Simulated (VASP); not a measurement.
TaN, 4 atoms in the cell. It takes space group P6_3mc (No. 186, hexagonal). Conventional cell: a = 3.050 Å, b = 3.050 Å, c = 4.915 Å, α = 90.00°, β = 90.00°, γ = 120.00°. Within 2.5 Å of Ta (site symmetry 3m) lie 4 N at 1.85 to 1.89 Å. N (site symmetry 3m) has 4 Ta at 1.85 to 1.89 Å within 2.5 Å.  This cell differs from its parent crystal: strain -0.0050 x Voigt [0, 0, 1, 0, 0, 0].

```yaml
Program: VASP 6.6.1
Task: single point
Functional: PBEsol
Potentials_or_basis: VASP PAW PBE potentials, release 64 (Ta_pv, N)
Cutoff: 520 eV
k_mesh: 18 × 18 × 10
Occupations: gaussian, width 0.15 eV
Spin: no spin polarisation
Dipole_correction: no
Further_INCAR_settings: ALGO = Normal; EDIFF = 1e-06; NBANDS = 24
```

Potentials or basis: VASP PAW PBE potentials, release 64 (Ta_pv, N).

The run is started by

```console
$ cat potpaw_PBE.64/Ta_pv/POTCAR potpaw_PBE.64/N/POTCAR > POTCAR
$ mpirun -np 1 vasp_std > vasp.out
```

Hardware: 1 thread of Intel Xeon 8259CL (shared host).

**Question.** How long does it take, and how much memory?

**Answer.** It took 4 min on 1 thread of Intel Xeon 8259CL (shared host), peak memory 0.3 GiB. Counts: scf iterations 12, k points 222.
